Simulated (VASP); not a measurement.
Crystal: KI.

```
K I
1.0
     0.00000    3.33340    3.33340
     3.33340    0.00000    3.33340
     3.33340    3.33340    0.00000
K I
1 1
Direct
  0.00000 0.00000 0.00000
  0.50000 0.50000 0.50000
```

This cell differs from its parent crystal: strain -6.0%.

Program: VASP 6.6.1. Alike in all runs: task single point; potentials or basis VASP PAW PBE potentials, release 64 (K_sv, I); no spin polarisation; cell as given; cutoff (eV) 520.

**Question.** Order these runs on this cell by their band gap on the k mesh, lowest first.
A. level HSE06; k mesh 4 × 4 × 4; smearing gaussian 0.01 eV; grid for exact exchange (PRECFOCK) Normal; screening parameter 0.2079 1/Å
B. level PBE; k mesh 6 × 6 × 6; smearing fermi-dirac 0.02 eV
C. level r2SCAN; k mesh 6 × 6 × 6; smearing gaussian 0.01 eV

**Answer.** B (4.42 eV), C (5.01 eV), A (5.45 eV).

Caveats: spin-orbit coupling is left out, which moves the levels of the heavy elements.

A k mesh can miss the band edges.
